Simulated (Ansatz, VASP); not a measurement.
**InSb in VASP and in Ansatz**

```xyz
2
Lattice="-2.9089 2.9089 1.4884 2.9089 -2.9089 1.4884 2.9089 2.9089 -1.4884" Properties=species:S:1:pos:R:3 pbc="T T T"
In    2.9089    0.0000    0.7442
Sb    0.0000    0.0000    0.0000
```

Alike in both runs: task single point; functional PBE; k mesh 16 × 16 × 16; occupations gaussian, width 0.15 eV; no spin polarisation.

```csv
,VASP,Ansatz
version,VASP 6.6.1,Ansatz 0.2.0
potentials or method,"VASP PAW PBE potentials, release 64 (In_d, Sb), cutoff 520 eV","scalar-relativistic, plane waves, PAW"
valence electrons in the cell,18,28
```

```tsv
	VASP	Ansatz	Ansatz less VASP
gap on the k mesh at the Fermi level (eV)	none	none	-
pressure (GPa)	7.5	7.5	+0.04
traceless stress, the component that is largest in VASP (GPa)	4.30	4.28	-0.026
```

A gap of «none» marks a metal or a gap that the smearing closes. The functional is the same, so the differences come from potentials, cutoffs and numerics. VASP's potentials hold 18 valence electrons a cell and Ansatz's 28, so a difference there can come from the potentials and not from the codes.

Neither program's run includes spin-orbit coupling.
